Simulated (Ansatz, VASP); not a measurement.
One calculation of In3Sb, two programs

The input INCAR:

```
SYSTEM = In3Sb
  ALGO = Fast
  EDIFF = 1E-7
  ENCUT = 520
  GGA = PS
  ISIF = 2
  ISMEAR = -1
  LASPH = .True.
  LCHARG = .True.
  LELF = .True.
  LREAL = .False.
  LVHAR = .True.
  LWAVE = .False.
  NBANDS = 30
  NELM = 80
  PREC = Accurate
  SIGMA = 0.05
```

Contents of KPOINTS:

```
k-points
0
Gamma
  6 6 6
  0 0 0
```

Contents of POSCAR:

```
In3Sb
1.0
    4.8369620000      0.0000000000      0.0000000000
    0.0000000000      4.8369620000      0.0000000000
    0.0000000000      0.0000000000      4.8369620000
Sb In
1 3
Direct
    0.0000000000      0.0000000000      0.0000000000
    0.0000000000      0.5000000000      0.5000000000
    0.5000000000      0.0000000000      0.5000000000
    0.5000000000      0.5000000000      0.0000000000
```

File input.yaml:

```yaml
crystal:
  lattice:
    - [4.836962, 0.0, 0.0]
    - [0.0, 4.836962, 0.0]
    - [0.0, 0.0, 4.836962]
  atoms:
    - { symbol: Sb, position: [0.0, 0.0, 0.0] }
    - { symbol: In, position: [0.0, 0.5, 0.5] }
    - { symbol: In, position: [0.5, 0.0, 0.5] }
    - { symbol: In, position: [0.5, 0.5, 0.0] }
kpoints:
  mp_grid: { grid: [6, 6, 6] }
scf:
  occupations: { method: fermi_dirac, width: 0.05 }
hamiltonian:
  xc: pbesol
  pseudopotentials: { kind: all_electron, lapw: { basis_error: 0.001 } }
output:
  forces: true
  stress: true
  eigenvalues: true
```

Alike in both runs: task single point; functional PBEsol; k mesh 6 × 6 × 6; occupations fermi-dirac, width 0.05 eV; no spin polarisation.

|  | VASP | Ansatz |
| --- | --- | --- |
| version | VASP 6.6.1 | Ansatz 0.2.0 |
| potentials or method | VASP PAW PBE potentials, release 64 (Sb, In_d), cutoff 520 eV | all-electron LAPW, scalar-relativistic |

```csv
,VASP,Ansatz,Ansatz less VASP
gap on the k mesh at the Fermi level (eV),none,none,-
pressure (GPa),-2.6,-2.6,+0.02
```

VASP's potentials were made for PBE, not for PBEsol. A gap of «none» marks a metal or a gap that the smearing closes. Ansatz ran all-electron here, and VASP with PAW potentials.

Spin-orbit coupling is off throughout.
